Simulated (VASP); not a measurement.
Input of a VASP 6.6.1 run:

The input INCAR:

```
PREC = Accurate ; ENCUT = 520
EDIFF = 1E-7 ; ISMEAR = -1
SIGMA = 0.05 ; LREAL = F
LASPH = T ; NELM = 100
ALGO = Normal ; ISIF = 2
LWAVE = F ; LCHARG = F
NBANDS = 32
```

The input KPOINTS:

```
Automatic mesh
0
Gamma
  8 8 8
```

POSCAR

```
Bi2Se3
1.0
    2.0987597050      1.2117194806      9.6709442292
   -2.0987597050      1.2117194806      9.6709442292
    0.0000000000     -2.4234389614      9.6709442292
Bi Se
2 3
Direct
    0.5992000000      0.5992000000      0.5992000000
    0.4008000000      0.4008000000      0.4008000000
    0.7883000000      0.7883000000      0.7883000000
    0.2117000000      0.2117000000      0.2117000000
    0.0000000000      0.0000000000      0.0000000000
```

Potentials or basis: VASP PAW LDA potentials, release 64 (Bi_d, Se).

The run is started by

```console
$ cat potpaw_LDA.64/Bi_d/POTCAR potpaw_LDA.64/Se/POTCAR > POTCAR
$ mpirun -np 1 vasp_std > vasp.out
```

Question: Estimate the band gap on the k mesh.

Answer: 0.12 eV.

Question: Predict the pressure.

Answer: -3.8 GPa.

Question: Predict the largest force.

Answer: 0.264 eV/Å.

Forces on the atoms (eV/Å):
```
Bi   0.000  0.000  0.023
Bi   0.000  0.000 -0.023
Se   0.000  0.000 -0.264
Se   0.000  0.000  0.264
Se   0.000  0.000  0.000
```

Caveat: the cell stands under tension; spin-orbit coupling is left out, which moves the levels of the heavy elements. A k mesh can miss the band edges.
